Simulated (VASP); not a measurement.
# Se (Im-3m) in VASP: notebook

The runs below take Se through single point, with revPBE.

Program: VASP 6.6.1. These are calculated values, not measurements. Logs are shortened: lines on timing, memory, paths and dates and some standing lists are left out, and cuts for length are marked.

## 1. The cell of the first run

The structure is cubic, space group Im-3m (No. 229). The conventional cell has a = 3.316 Å, b = 3.316 Å, c = 3.316 Å, α = 90.00°, β = 90.00°, γ = 90.00°. Se (site symmetry m-3m) has 14 Se at 2.87 to 3.32 Å within 3.8 Å.

## 2. Single point, revPBE (volume scaled by 0.88)

INCAR

```
PREC     = Accurate       # precision mode
ENCUT    = 520            # plane-wave cutoff, eV
EDIFF    = 1E-7           # SCF threshold, eV
ISMEAR   = -1             # smearing method
SIGMA    = 0.1            # smearing width, eV
LREAL    = F              # projectors in reciprocal space
LASPH    = T              # aspherical terms in the spheres
NELM     = 60             # most SCF steps
ALGO     = Normal         # electronic algorithm
ISIF     = 2              # what is computed and relaxed
LWAVE    = F              # write WAVECAR
LCHARG   = T              # write CHGCAR
GGA      = RE             # functional
LELF     = T              # ELF
LVHAR    = T            
NBANDS   = 9              # bands
```

KPOINTS

```
regular mesh
0
Gamma
  14 14 14
```

POSCAR

```
Se
1.0
   -1.6581226155      1.6581226155      1.6581226155
    1.6581226155     -1.6581226155      1.6581226155
    1.6581226155      1.6581226155     -1.6581226155
Se
1
Direct
    0.0000000000      0.0000000000      0.0000000000
```

Potentials or basis: VASP PAW PBE potentials, release 64 (Se).

Run with:

```
> cat potpaw_PBE.64/Se/POTCAR > POTCAR
> mpirun -np 1 vasp_std > vasp.out
```

OUTCAR:

```text
PREC = Accurate
   ENCUT = 520
   EDIFF = 1E-7
   ISMEAR = -1
   LREAL = F
   LASPH = T
   NELM = 60
   ISIF = 2
   GGA = RE

 ion  position               nearest neighbor table
   1  0.000  0.000  0.000-

  LATTYP: Found a body centered cubic cell.
 ALAT       =     3.3162452310

  Lattice vectors:

 A1 = (  -1.6581226155,   1.6581226155,   1.6581226155)
 A2 = (   1.6581226155,  -1.6581226155,   1.6581226155)
 A3 = (   1.6581226155,   1.6581226155,  -1.6581226155)

Analysis of symmetry for initial positions (statically):
=====================================================================
 Subroutine PRICEL returns:
 Original cell was already a primitive cell.

 Routine SETGRP: Setting up the symmetry group for a
 body centered cubic supercell.

 Subroutine GETGRP returns: Found 48 space group operations
 (whereof 48 operations were pure point group operations)
 out of a pool of 48 trial point group operations.

The static configuration has the point symmetry O_h .

Analysis of symmetry for dynamics (positions and initial velocities):
=====================================================================
 Subroutine PRICEL returns:
 Original cell was already a primitive cell.

 Routine SETGRP: Setting up the symmetry group for a
 body centered cubic supercell.

 Subroutine GETGRP returns: Found 48 space group operations
 (whereof 48 operations were pure point group operations)
 out of a pool of 48 trial point group operations.

The dynamic configuration has the point symmetry O_h .

 Subroutine INISYM returns: Found 48 space group operations
 (whereof 48 operations are pure point group operations),
 and found     1 'primitive' translations

----------------------------------------------------------------------------------------

                                     Primitive cell

  volume of cell :      18.2352

  direct lattice vectors                    reciprocal lattice vectors
    -1.658122615  1.658122615  1.658122615     0.000000000  0.301545854  0.301545854
     1.658122615 -1.658122615  1.658122615     0.301545854  0.000000000  0.301545854
     1.658122615  1.658122615 -1.658122615     0.301545854  0.301545854  0.000000000

  length of vectors
     2.871952615  2.871952615  2.871952615     0.426450236  0.426450236  0.426450236

  position of ions in fractional coordinates (direct lattice)
[... 73 lines left out ...]
   LSORBIT =      F    spin-orbit coupling
   LASPH  =      T    aspherical Exc in radial PAW
   ENCUT  =  520.0 eV  38.22 Ry    6.18 a.u.   5.34  5.34  5.34*2*pi/ulx,y,z
   NELM   =     60;   NELMIN=  2; NELMDL= -5     # of ELM steps
   EDIFF  = 0.1E-06   stopping-criterion for ELM
   LREAL  =      F    real-space projection
   EDIFFG = 0.1E-05   stopping-criterion for IOM
   NSW    =      0    number of steps for IOM
   IBRION =     -1    ionic relax: 0-MD 1-quasi-New 2-CG
   NFREE  =      0    steps in history (QN), initial steepest desc. (CG)
   ISIF   =      2    stress and relaxation
   ISYM   =      2    0-nonsym 1-usesym 2-fastsym
   POTIM  = 0.5000    time-step for ionic-motion
   TEBEG  =    0.0;   TEEND  =   0.0 temperature during run
   PSTRESS=    0.0 pullay stress
   NELECT =       6.0000    total number of electrons
   NUPDOWN=      -1.0000    fix difference up-down
   EMIN   =  10.00;   EMAX   =-10.00  energy-range for DOS
   EFERMI =   0.00;   METHOD = LEGACY
   ISMEAR =    -1;   SIGMA  =   0.10  broadening in eV -4-tet -1-fermi 0-gaus
   EFERMI_NEDOS =   21; number of points for ismear=-14 and -15
   IALGO  =     38    algorithm
   IMIX   =      4    mixing-type and parameters
     AMIX     =   0.40;   BMIX     =  1.00
     AMIX_MAG =   1.60;   BMIX_MAG =  1.00
  volume/ion in A,a.u.               =      18.24       123.06
  Fermi-wavevector in a.u.,A,eV,Ry     =   1.130200  2.135768 17.379427  1.277352
  Thomas-Fermi vector in A             =   2.266896
   LORBIT       =      0    0 simple, 1 ext, 2 COOP (PROOUT), +10 PAW based schemes
   GGA     = RE    functional components
   LHFCALC =     F    Hartree Fock is set to
   AEXX    =    0.0000 exact exchange contribution
   IVDW    =     0    specifies the selected vdW correction
   LEPSILON=     F    determine dielectric tensor
   LRPA    =     F    only Hartree local field effects (RPA)
 non-spin polarized calculation
  energy-cutoff  :      520.00
  volume of cell :       18.24
 maximum number of plane-waves:       531
 NGX is ok and might be reduce to    24
   NGX = 11   NGY = 11   NGZ = 11

 number of electron       5.9999999 magnetization

 Free energy of the ion-electron system (eV)
  ---------------------------------------------------
  ext. energy  EPLUGINS =         0.00000000
  ---------------------------------------------------
  free energy    TOTEN  =        -2.48632342 eV

  energy without entropy =       -2.46491433  energy(sigma->0) =       -2.47561888

 E-fermi :   6.9206     XC(G=0): -11.0699

 val. band max:        6.8739342134   @ k =   0.3571   0.0714   0.0000
 cond. band min:       6.9323130246   @ k =  -0.2143   0.2143   0.2143
 fundamental gap:      0.0583788113
 Fermi energy:         6.9206405920

 k-point     1 :       0.0000    0.0000    0.0000
  band No.  band energies     occupation
      1     -10.1767      2.00000
      2      10.5391      0.00000
      3      10.5391      0.00000
      4      10.5391      0.00000
      5      19.5924      0.00000
      6      19.5924      0.00000
      7      19.5924      0.00000
      8      19.7176      0.00000
      9      22.8041      0.00000
[... 265 lines left out ...]
 k-point    24 :       0.3571    0.2857    0.0000
  band No.  band energies     occupation
      1      -5.3328      2.00000
      2       0.9482      2.00000
      3       2.2091      2.00000
      4       8.0846      0.00002
      5      16.4396      0.00000
      6      19.7822      0.00000
      7      21.0744      0.00000
      8      25.2832      0.00000
      9      27.6151      0.00000

 [... further k-points ...]
[... 5 lines left out ...]
  --------------------------------------------------------------------------------------
  -------------------------------------------------------------------------------------
  Total        1.3764160      1.3764160      1.3764160      0.0000000     -0.0000000      0.0000000
  in kB      120.9345455    120.9345455    120.9345455      0.0000000     -0.0000000      0.0000000
  external PRESSURE =     120.9345455 kB  Pullay stress =       0.0000000 kB

 VOLUME and BASIS-vectors are now :
 -----------------------------------------------------------------------------
  energy-cutoff  :      520.00
  volume of cell :       18.24
      direct lattice vectors                 reciprocal lattice vectors
    -1.658122615  1.658122615  1.658122615     0.000000000  0.301545854  0.301545854
     1.658122615 -1.658122615  1.658122615     0.301545854  0.000000000  0.301545854
     1.658122615  1.658122615 -1.658122615     0.301545854  0.301545854  0.000000000

 POSITION                                       TOTAL-FORCE (eV/Angst)
 -----------------------------------------------------------------------------------
      0.00000      0.00000      0.00000        -0.000000      0.000000      0.000000
 -----------------------------------------------------------------------------------
    total drift:                                0.000000      0.000000      0.000000

  FREE ENERGIE OF THE ION-ELECTRON SYSTEM (eV)
  ---------------------------------------------------
  free  energy   TOTEN  =        -2.4863234246 eV

  energy  without entropy=       -2.4649143340  energy(sigma->0) =       -2.47561888
```

stdout:

```text
POSCAR found type information on POSCAR Se
 POSCAR found :  1 types and       1 ions
 scaLAPACK will be used
 -----------------------------------------------------------------------------
|                                                                             |
|                                                                             |
|     You enforced a specific xc type in the INCAR file but a different       |
|     I HOPE YOU KNOW WHAT YOU ARE DOING!                                     |
|                                                                             |
 -----------------------------------------------------------------------------

 LDA part: xc-table for (Slater+PW92), standard interpolation
 POSCAR, INCAR and KPOINTS ok, starting setup
 FFT: planning ... GRIDC
 FFT: planning ... GRID_SOFT
 FFT: planning ... GRID
 WAVECAR not read
 entering main loop
```

Run time: 7 s. Hardware: 1 thread of Intel Xeon Platinum 8559C (Emerald Rapids), shared host; peak memory 0.14 GiB.

Results:

```
Free energy            : -2.4863 eV
Pressure               : 12.1 GPa
Band gap on the k mesh : zero (band 3 reaches 10.54 eV, above the bottom of band 4 at 3.31 eV)
```

Caveat: the PAW data sets were made with another functional, which shifts forces and pressure a little.

## 3. Single point, revPBE (volume scaled by 0.96)

INCAR

```
PREC     = Accurate       # precision mode
ENCUT    = 520            # plane-wave cutoff, eV
EDIFF    = 1E-6           # SCF threshold, eV
ISMEAR   = -1             # smearing method
SIGMA    = 0.1            # smearing width, eV
LREAL    = False          # projectors in reciprocal space
LASPH    = True           # aspherical terms in the spheres
NELM     = 80             # most SCF steps
ALGO     = Normal         # electronic algorithm
ISIF     = 2              # what is computed and relaxed
LWAVE    = False          # write WAVECAR
LCHARG   = True           # write CHGCAR
GGA      = RE             # functional
LELF     = True           # ELF
LVHAR    = True         
NBANDS   = 9              # bands
```

KPOINTS

```
Automatic mesh
0
Gamma
  14 14 14
```

POSCAR

```
Se
1.0
   -1.7069186742      1.7069186742      1.7069186742
    1.7069186742     -1.7069186742      1.7069186742
    1.7069186742      1.7069186742     -1.7069186742
Se
1
Direct
    0.0000000000      0.0000000000      0.0000000000
```

Potentials or basis: VASP PAW PBE potentials, release 64 (Se).

Run with:

```
> cat potpaw_PBE.64/Se/POTCAR > POTCAR
> mpirun -np 1 vasp_std > vasp.out
```

OUTCAR:

```text
PREC = Accurate
   ENCUT = 520
   EDIFF = 1E-6
   ISMEAR = -1
   LREAL = False
   LASPH = True
   NELM = 80
   ISIF = 2
   GGA = RE

 ion  position               nearest neighbor table
   1  0.000  0.000  0.000-

  LATTYP: Found a body centered cubic cell.
 ALAT       =     3.4138373484

  Lattice vectors:

 A1 = (  -1.7069186742,   1.7069186742,   1.7069186742)
 A2 = (   1.7069186742,  -1.7069186742,   1.7069186742)
[... 457 lines left out ...]
 k-point    24 :       0.3571    0.2857    0.0000
  band No.  band energies     occupation
      1      -6.3235      2.00000
      2       0.4564      2.00000
      3       1.6048      2.00000
      4       6.8638      0.00004
      5      15.0338      0.00000
      6      18.2536      0.00000
      7      19.5048      0.00000
      8      23.4673      0.00000
      9      25.5603      0.00000

 [... further k-points ...]
[... 5 lines left out ...]
  --------------------------------------------------------------------------------------
  -------------------------------------------------------------------------------------
  Total        0.4183283      0.4183283      0.4183283     -0.0000000      0.0000000     -0.0000000
  in kB       33.6922017     33.6922017     33.6922017     -0.0000000      0.0000000     -0.0000000
  external PRESSURE =      33.6922017 kB  Pullay stress =       0.0000000 kB

 VOLUME and BASIS-vectors are now :
 -----------------------------------------------------------------------------
  energy-cutoff  :      520.00
  volume of cell :       19.89
      direct lattice vectors                 reciprocal lattice vectors
    -1.706918674  1.706918674  1.706918674     0.000000000  0.292925496  0.292925496
     1.706918674 -1.706918674  1.706918674     0.292925496  0.000000000  0.292925496
     1.706918674  1.706918674 -1.706918674     0.292925496  0.292925496  0.000000000

 POSITION                                       TOTAL-FORCE (eV/Angst)
 -----------------------------------------------------------------------------------
      0.00000      0.00000      0.00000        -0.000000     -0.000000     -0.000000
 -----------------------------------------------------------------------------------
    total drift:                                0.000000      0.000000      0.000000

  FREE ENERGIE OF THE ION-ELECTRON SYSTEM (eV)
  ---------------------------------------------------
  free  energy   TOTEN  =        -2.5630649076 eV

  energy  without entropy=       -2.5405088957  energy(sigma->0) =       -2.55178690
```

Run time: 6.2 s. Hardware: 1 thread of Intel Xeon Platinum 8559C (Emerald Rapids), shared host; peak memory 0.15 GiB.

Results:

* Free energy: -2.5631 eV
* Pressure: 3.4 GPa
* Band gap on the k mesh: zero (band 3 reaches 8.92 eV, above the bottom of band 4 at 2.54 eV)

Levels at points of the mesh, in eV from the Fermi level:
```
           k point  band 1  band 2  band 3  band 4  band 5  band 6  band 7
(0.00, 0.00, 0.00)  -16.26    3.13    3.13    3.13   11.53   12.47   12.47
(0.50, 0.00, 0.00)  -12.70   -6.76    0.08    2.25    6.99    8.35   17.56
(0.50, 0.50, 0.50)  -10.23   -3.26   -3.26   -3.26    4.06    4.06   22.84
```

Caveat: the PAW data sets were made with another functional, which shifts forces and pressure a little.
